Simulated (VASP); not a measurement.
## InP: single point with PBEsol

The system is InP.

```xyz
2
Lattice="0.0000 2.8550 2.7694 2.8550 0.0000 2.7694 2.8550 2.8550 0.0000" Properties=species:S:1:pos:R:3 pbc="T T T"
In    0.0000    0.0000    0.0000
P     2.8550    2.8550    2.7694
```

This cell differs from its parent crystal: zz strain of -3 %.

| Property | Result |
| --- | --- |
| Program | VASP 6.6.1 |
| Task | single point |
| Functional | PBEsol |
| Potentials or basis | VASP PAW PBE potentials, release 64 (In_d, P) |
| Cutoff | 520 eV |
| k mesh | 11 × 11 × 11 |
| Occupations | fermi-dirac, width 0.03 eV |
| Spin | no spin polarisation |
| Dipole correction | no |
| Further INCAR settings | ALGO = Normal; EDIFF = 1e-06; NBANDS = 16 |

```
Pressure               : -6.8 GPa
Band gap on the k mesh : zero (band 9 reaches 6.51 eV, above the bottom of band 10 at 4.00 eV)
```

Stress tensor (GPa, compression positive):
```
-7.71  0.00  0.00
 0.00 -7.71  0.00
 0.00  0.00 -4.88
```

Levels at points of the mesh, in eV from the Fermi level:
| k point | band 5 | band 6 | band 7 | band 8 | band 9 | band 10 | band 11 | band 12 | band 13 | band 14 |
| --- | --- | --- | --- | --- | --- | --- | --- | --- | --- | --- |
| (0.00, 0.00, 0.00) | -14.01 | -11.56 | -0.40 | -0.11 | -0.11 | 0.03 | 7.01 | 7.01 | 7.22 | 7.77 |

Wall time 36 s on 1 thread of Intel(R) Xeon(R) 6975P-C (Granite Rapids) (shared host), peak memory 0.23 GiB.

Caveat: the cell differs from its parent crystal (zz strain of -3 %); the PAW data sets were made with another functional, which shifts forces and pressure a little; spin-orbit coupling is left out, which moves the levels of the heavy elements.
